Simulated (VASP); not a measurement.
A run of VASP 6.6.1 is set up as follows.

Contents of POSCAR:

```
Si
1.0
   -1.6025112060      1.6025112060      1.3599397455
    1.6025112060     -1.6025112060      1.3599397455
    1.6025112060      1.6025112060     -1.3599397455
Si
1
Direct
    0.0000000000      0.0000000000      0.0000000000
```

Contents of INCAR.step1:

```
PREC     = Accurate       # precision mode
ENCUT    = 520            # plane-wave cutoff, eV
ISMEAR   = 0              # smearing method
SIGMA    = 0.15           # smearing width, eV
LREAL    = F              # projectors in reciprocal space
LASPH    = T              # aspherical terms in the spheres
NELM     = 60             # most SCF steps
NBANDS   = 8              # bands
GGA      = PE             # functional
ALGO     = Normal         # electronic algorithm
EDIFF    = 1E-4           # SCF threshold, eV
LWAVE    = T              # write WAVECAR
LCHARG   = F              # write CHGCAR
```

Contents of INCAR.step2:

```
PREC     = Accurate       # precision mode
ENCUT    = 520            # plane-wave cutoff, eV
EDIFF    = 1E-6           # SCF threshold, eV
ISMEAR   = 0              # smearing method
SIGMA    = 0.15           # smearing width, eV
LREAL    = F              # projectors in reciprocal space
LASPH    = T              # aspherical terms in the spheres
NELM     = 60             # most SCF steps
ALGO     = Normal         # electronic algorithm
ISIF     = 2              # what is computed and relaxed
LWAVE    = F              # write WAVECAR
LCHARG   = F              # write CHGCAR
METAGGA  = R2SCAN         # meta-GGA
LMIXTAU  = T            
NBANDS   = 8              # bands
ISTART   = 1
```

The input KPOINTS:

```
regular mesh
0
Gamma
  22 22 22
```

Potentials or basis: VASP PAW PBE potentials, release 64 (Si).

The run is started by

```bash
$ cat potpaw_PBE.64/Si/POTCAR > POTCAR
$ cp INCAR.step1 INCAR
$ mpirun -np 1 vasp_std > vasp.out
$ cp INCAR.step2 INCAR
$ mpirun -np 1 vasp_std > vasp.out
```

Estimate the band gap on the k mesh.

zero (bands 2 and 3 overlap by 15.21 eV).

Estimate the pressure.

0.0 GPa.

Stress tensor (GPa, compression positive):
```
 1.59  0.00  0.00
 0.00  1.59  0.00
 0.00  0.00 -3.27
```

Caveat: the cell differs from its parent crystal (strain -0.015 along x and y, +0.030 along z); the PAW data sets were made with another functional, which shifts forces and pressure a little.
